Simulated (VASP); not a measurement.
# Ni (Fm-3m) in VASP: a series of runs

The runs below take Ni through single point, with LDA.

Program: VASP 6.6.1. These are calculated values, not measurements. Logs are shortened: lines on timing, memory, paths and dates and some standing lists are left out, and cuts for length are marked.

### 1 The cell of the first run

The structure is cubic, space group Fm-3m (No. 225). Conventional cell: a = 3.524 Å, b = 3.524 Å, c = 3.524 Å, α = 90.00°, β = 90.00°, γ = 90.00°. Ni (site symmetry m-3m) has 12 Ni at 2.49 Å within 3.3 Å.

### 2 Single point, LDA, non-collinear spin, typed start

File INCAR:

```
  ALGO = Normal
  EDIFF = 1E-6
  ENCUT = 520
  ISIF = 2
  ISMEAR = -1
  LASPH = True
  LCHARG = False
  LMAXMIX = 4
  LNONCOLLINEAR = True
  LORBIT = 11
  LREAL = False
  LWAVE = False
  MAGMOM = 0 0 0.6 0 0 0.6 0 0 0.6 0 0 -0.6
  NBANDS = 54
  NELM = 150
  PREC = Accurate
  SIGMA = 0.1
```

File KPOINTS:

```
k-points
0
Gamma
  9 9 9
```

File POSCAR:

```
Ni
1.0
    3.5238700000      0.0000000000      0.0000000000
    0.0000000000      3.5238700000      0.0000000000
    0.0000000000      0.0000000000      3.5238700000
Ni
4
Direct
    0.0000000000      0.0000000000      0.0000000000
    0.5000000000      0.5000000000      0.0000000000
    0.5000000000      0.0000000000      0.5000000000
    0.0000000000      0.5000000000      0.5000000000
```

Potentials or basis: VASP PAW LDA potentials, release 64 (Ni).

On the command line:

```console
$ cat potpaw_LDA.64/Ni/POTCAR > POTCAR
$ mpirun -np 1 vasp_ncl > vasp.out
```

OUTCAR:

```text
EDIFF = 1E-6
   ENCUT = 520
   ISIF = 2
   ISMEAR = -1
   LASPH = True
   LNONCOLLINEAR = True
   LORBIT = 11
   LREAL = False
   NELM = 150
   PREC = Accurate

 ion  position               nearest neighbor table
   1  0.000  0.000  0.000-   2 2.49   3 2.49   4 2.49   3 2.49   4 2.49   2 2.49   4 2.49   4 2.49
                             2 2.49   3 2.49   3 2.49   2 2.49
   2  0.500  0.500  0.000-   1 2.49   3 2.49   4 2.49   3 2.49   4 2.49   1 2.49   3 2.49   3 2.49
                             1 2.49   4 2.49   4 2.49   1 2.49
   3  0.500  0.000  0.500-   1 2.49   2 2.49   4 2.49   1 2.49   2 2.49   2 2.49   4 2.49   2 2.49
                             1 2.49   4 2.49   1 2.49   4 2.49
   4  0.000  0.500  0.500-   1 2.49   2 2.49   3 2.49   1 2.49   2 2.49   1 2.49   3 2.49   1 2.49
                             2 2.49   3 2.49   2 2.49   3 2.49

  LATTYP: Found a simple cubic cell.
 ALAT       =     3.5238700000

  Lattice vectors:

 A1 = (   3.5238700000,   0.0000000000,   0.0000000000)
 A2 = (   0.0000000000,   3.5238700000,   0.0000000000)
 A3 = (   0.0000000000,   0.0000000000,   3.5238700000)

Analysis of symmetry for initial positions (statically):
=====================================================================
 Subroutine PRICEL returns following result:

  LATTYP: Found a face centered cubic cell.
 ALAT       =     3.5238700000

  Lattice vectors:

 A1 = (   1.7619350000,  -1.7619350000,   0.0000000000)
 A2 = (   1.7619350000,   0.0000000000,   1.7619350000)
 A3 = (   0.0000000000,  -1.7619350000,   1.7619350000)

   4 primitive cells build up your supercell.

 Routine SETGRP: Setting up the symmetry group for a
 simple cubic supercell.

 Subroutine GETGRP returns: Found 48 space group operations
 (whereof 48 operations were pure point group operations)
 out of a pool of 48 trial point group operations.

The static configuration has the point symmetry O_h .

Analysis of symmetry for dynamics (positions and initial velocities):
=====================================================================
 Subroutine PRICEL returns following result:

  LATTYP: Found a face centered cubic cell.
 ALAT       =     3.5238700000

  Lattice vectors:

 A1 = (   1.7619350000,  -1.7619350000,   0.0000000000)
 A2 = (   1.7619350000,   0.0000000000,   1.7619350000)
 A3 = (   0.0000000000,  -1.7619350000,   1.7619350000)

   4 primitive cells build up your supercell.

 Routine SETGRP: Setting up the symmetry group for a
 simple cubic supercell.

 Subroutine GETGRP returns: Found 48 space group operations
 (whereof 48 operations were pure point group operations)
 out of a pool of 48 trial point group operations.

The dynamic configuration has the point symmetry O_h .

Analysis of structural, dynamic, and magnetic symmetry:
=====================================================================
 Subroutine PRICEL returns:
 Original cell was already a primitive cell.

 Routine SETGRP: Setting up the symmetry group for a
 simple cubic supercell.

 Subroutine GETGRP returns: Found  8 space group operations
 (whereof  4 operations were pure point group operations)
 out of a pool of 48 trial point group operations.

The overall configuration has the point symmetry C_2h.
 The point group associated with its full space group is C_4h.

 Subroutine INISYM returns: Found  8 space group operations
 (whereof  4 operations are pure point group operations),
 and found     1 'primitive' translations

----------------------------------------------------------------------------------------

                                     Primitive cell

  volume of cell :      43.7582

  direct lattice vectors                    reciprocal lattice vectors
     3.523870000  0.000000000  0.000000000     0.283778914  0.000000000  0.000000000
     0.000000000  3.523870000  0.000000000     0.000000000  0.283778914  0.000000000
     0.000000000  0.000000000  3.523870000     0.000000000  0.000000000  0.283778914

[... 70 lines left out ...]
   number of dos      NEDOS =    301   number of ions     NIONS =      4
   total plane-waves  NPLWV =  21952
   dimension x,y,z NGX =    28 NGY =   28 NGZ =   28
   dimension x,y,z NGXF=    56 NGYF=   56 NGZF=   56
   ions per type =               4
   NGX,Y,Z   is equivalent  to a cutoff of  13.21, 13.21, 13.21 a.u.
   NGXF,Y,Z  is equivalent  to a cutoff of  26.42, 26.42, 26.42 a.u.
 SYSTEM =  unknown system
   PREC   = accura    normal or accurate (medium, high low for compatibility)
   ISTART =      0    job   : 0-new  1-cont  2-samecut
   ICHARG =      2    charge: 1-file 2-atom 10-const
   ISPIN  =      1    spin polarized calculation?
   LNONCOLLINEAR =      T non collinear calculations
   LSORBIT =      F    spin-orbit coupling
   LASPH  =      T    aspherical Exc in radial PAW
   ENCUT  =  520.0 eV  38.22 Ry    6.18 a.u.   6.55  6.55  6.55*2*pi/ulx,y,z
   NELM   =    150;   NELMIN=  2; NELMDL= -5     # of ELM steps
   EDIFF  = 0.1E-05   stopping-criterion for ELM
   LREAL  =      F    real-space projection
   EDIFFG = 0.1E-04   stopping-criterion for IOM
   NSW    =      0    number of steps for IOM
   IBRION =     -1    ionic relax: 0-MD 1-quasi-New 2-CG
   NFREE  =      0    steps in history (QN), initial steepest desc. (CG)
   ISIF   =      2    stress and relaxation
   ISYM   =      2    0-nonsym 1-usesym 2-fastsym
   POTIM  = 0.5000    time-step for ionic-motion
   TEBEG  =    0.0;   TEEND  =   0.0 temperature during run
   PSTRESS=    0.0 pullay stress
   NELECT =      40.0000    total number of electrons
   NUPDOWN=      -1.0000    fix difference up-down
   EMIN   =  10.00;   EMAX   =-10.00  energy-range for DOS
   EFERMI =   0.00;   METHOD = LEGACY
   ISMEAR =    -1;   SIGMA  =   0.10  broadening in eV -4-tet -1-fermi 0-gaus
   EFERMI_NEDOS =   21; number of points for ismear=-14 and -15
   IALGO  =     38    algorithm
   IMIX   =      4    mixing-type and parameters
     AMIX     =   0.40;   BMIX     =  1.00
     AMIX_MAG =   1.60;   BMIX_MAG =  1.00
  volume/ion in A,a.u.               =      10.94        73.82
  Fermi-wavevector in a.u.,A,eV,Ry     =   1.588821  3.002436 34.345893  2.524352
  Thomas-Fermi vector in A             =   2.687765
   LORBIT       =     11    0 simple, 1 ext, 2 COOP (PROOUT), +10 PAW based schemes
   GGA     = CA    functional components
   LHFCALC =     F    Hartree Fock is set to
   AEXX    =    0.0000 exact exchange contribution
   IVDW    =     0    specifies the selected vdW correction
   LEPSILON=     F    determine dielectric tensor
   LRPA    =     F    only Hartree local field effects (RPA)
  energy-cutoff  :      520.00
  volume of cell :       43.76
 maximum number of plane-waves:      2394
 NGX is ok and might be reduce to    28
   NGX = 13   NGY = 13   NGZ = 13

 number of electron      39.9999974 magnetization      -0.0000000     -0.0000000      2.2986235

 number of electron      39.9999974 magnetization       0.0000000      0.0000000      2.3142901

 number of electron      39.9999974 magnetization       0.0000000     -0.0000000      2.3130956

 Free energy of the ion-electron system (eV)
  ---------------------------------------------------
  ext. energy  EPLUGINS =         0.00000000
  ---------------------------------------------------
  free energy    TOTEN  =       -26.21927325 eV

  energy without entropy =      -25.99125819  energy(sigma->0) =      -26.10526572

 E-fermi :   8.9330     XC(G=0): -13.5795

 val. band max:        8.9251201979   @ k =   0.3333   0.3333   0.0000
 cond. band min:       8.9366389901   @ k =   0.3333   0.3333   0.4444
 fundamental gap:      0.0115187922
 Fermi energy:         8.9329939405

 k-point     1 :       0.0000    0.0000    0.0000
  band No.  band energies     occupation
      1       0.0033      1.00000
      2       0.0422      1.00000
      3       4.3799      1.00000
      4       4.3799      1.00000
      5       4.3800      1.00000
      6       4.7286      1.00000
[... 1309 lines left out ...]
     51      18.7697      0.00000
     52      18.9853      0.00000

 [... further k-points ...]

 [bands above 52 left out]

------------------------ aborting loop because EDIFF is reached ----------------------------------------

  FORCE on cell =-STRESS in cart. coord.  units (eV):
  Direction    XX          YY          ZZ          XY          YZ          ZX
  --------------------------------------------------------------------------------------
  -------------------------------------------------------------------------------------
  Total       -4.7585598     -4.7585598     -4.7585340     -0.0000001      0.0000000      0.0000000
  in kB     -174.2314200   -174.2314200   -174.2304755     -0.0000054      0.0000000      0.0000000
  external PRESSURE =    -174.2311052 kB  Pullay stress =       0.0000000 kB

 VOLUME and BASIS-vectors are now :
 -----------------------------------------------------------------------------
  energy-cutoff  :      520.00
  volume of cell :       43.76
      direct lattice vectors                 reciprocal lattice vectors
     3.523870000  0.000000000  0.000000000     0.283778914  0.000000000  0.000000000
     0.000000000  3.523870000  0.000000000     0.000000000  0.283778914  0.000000000
     0.000000000  0.000000000  3.523870000     0.000000000  0.000000000  0.283778914

 POSITION                                       TOTAL-FORCE (eV/Angst)
 -----------------------------------------------------------------------------------
      0.00000      0.00000      0.00000         0.000000      0.000000      0.000000
      1.76194      1.76194      0.00000         0.000000      0.000000      0.000000
      1.76194      0.00000      1.76194         0.000000      0.000000      0.000000
      0.00000      1.76194      1.76194         0.000000      0.000000      0.000000
 -----------------------------------------------------------------------------------
    total drift:                                0.000000      0.000000      0.000000

  FREE ENERGIE OF THE ION-ELECTRON SYSTEM (eV)
  ---------------------------------------------------
  free  energy   TOTEN  =       -26.2192732479 eV

  energy  without entropy=      -25.9912581928  energy(sigma->0) =      -26.10526572

 total charge

# of ion       s       p       d       tot
------------------------------------------
    1        0.497   0.490   8.324   9.311
    2        0.497   0.490   8.324   9.311
    3        0.497   0.490   8.324   9.311
    4        0.497   0.490   8.324   9.311
--------------------------------------------------
tot          1.987   1.962  33.296  37.244

 magnetization (x)

# of ion       s       p       d       tot
------------------------------------------
    1        0.000   0.000   0.000   0.000
    2        0.000   0.000   0.000   0.000
    3        0.000   0.000   0.000   0.000
    4        0.000   0.000   0.000   0.000
--------------------------------------------------
tot          0.000   0.000   0.000   0.000

 magnetization (y)

# of ion       s       p       d       tot
------------------------------------------
    1        0.000   0.000   0.000   0.000
    2        0.000   0.000   0.000   0.000
    3        0.000   0.000   0.000   0.000
    4        0.000   0.000   0.000   0.000
--------------------------------------------------
tot          0.000   0.000   0.000   0.000

 magnetization (z)

# of ion       s       p       d       tot
------------------------------------------
    1       -0.005  -0.018   0.606   0.583
    2       -0.005  -0.018   0.606   0.583
    3       -0.005  -0.018   0.606   0.583
    4       -0.005  -0.018   0.606   0.584
--------------------------------------------------
tot         -0.019  -0.070   2.423   2.334
```

Run time: 8.5 min. Hardware: 1 thread of Intel Xeon Platinum 8488C (Sapphire Rapids), shared host; peak memory 0.42 GiB.

What came out:

```
Free energy                                           : -26.2193 eV
Pressure                                              : -17.4 GPa
Band gap on the k mesh                                : zero (bands 40 and 41 overlap by 0.66 eV)
Net moment                                            : 2.31 μB per cell
Valence electrons inside the program's atomic spheres : Ni 9.31
```

Moments on the atoms (μB; x, y, z):
```
Ni  0.00 0.00 0.58
Ni  0.00 0.00 0.58
Ni  0.00 0.00 0.58
Ni  0.00 0.00 0.58
```

Caveat: the cell stands under tension.

### 3 Single point, LDA, non-collinear spin, typed start

File INCAR:

```
SYSTEM = Ni
ALGO = Normal
EDIFF = 1E-6
ENCUT = 520
GGA = CA
ISIF = 2
ISMEAR = -1
LASPH = .True.
LCHARG = .False.
LMAXMIX = 4
LNONCOLLINEAR = .True.
LORBIT = 11
LREAL = .False.
LWAVE = .False.
MAGMOM = 0.346 0.346 0.346 0.346 -0.346 -0.346 -0.346 0.346 -0.346 -0.346 -0.346 0.346
NBANDS = 54
NELM = 150
PREC = Accurate
SIGMA = 0.1
```

File KPOINTS:

```
k-points
0
Gamma
  9 9 9
  0 0 0
```

POSCAR is that of step 2.

Potentials or basis: VASP PAW LDA potentials, release 64 (Ni).

On the command line:

```console
$ cat potpaw_LDA.64/Ni/POTCAR > POTCAR
$ mpirun -np 1 vasp_ncl > vasp.out
```

It took 6.5 min on 1 thread of Oxide Virtual Turin-like, shared host; peak memory 0.43 GiB.

Results (log left out):

```yaml
Free_energy: -26.1345 eV
Pressure: -18.1 GPa
Band_gap_on_the_k_mesh: zero (bands 40 and 41 overlap by 0.35 eV)
Net_moment: 0.00 μB per cell
Valence_electrons_inside_the_program's_atomic_spheres: Ni 9.31
```

Levels at points of the mesh, in eV from the Fermi level:
```tsv
k point	band 36	band 37	band 38	band 39	band 40	band 41	band 42	band 43	band 44	band 45
(0.00, 0.00, 0.00)	0.14	0.14	0.14	0.14	0.14	0.14	0.14	2.60	2.60	2.60
```

Moments on the atoms (μB; x, y, z):
```
Ni  0.00 0.00 0.00
Ni  0.00 0.00 0.00
Ni  0.00 0.00 0.00
Ni  0.00 0.00 0.00
```

Caveat: the cell stands under tension.
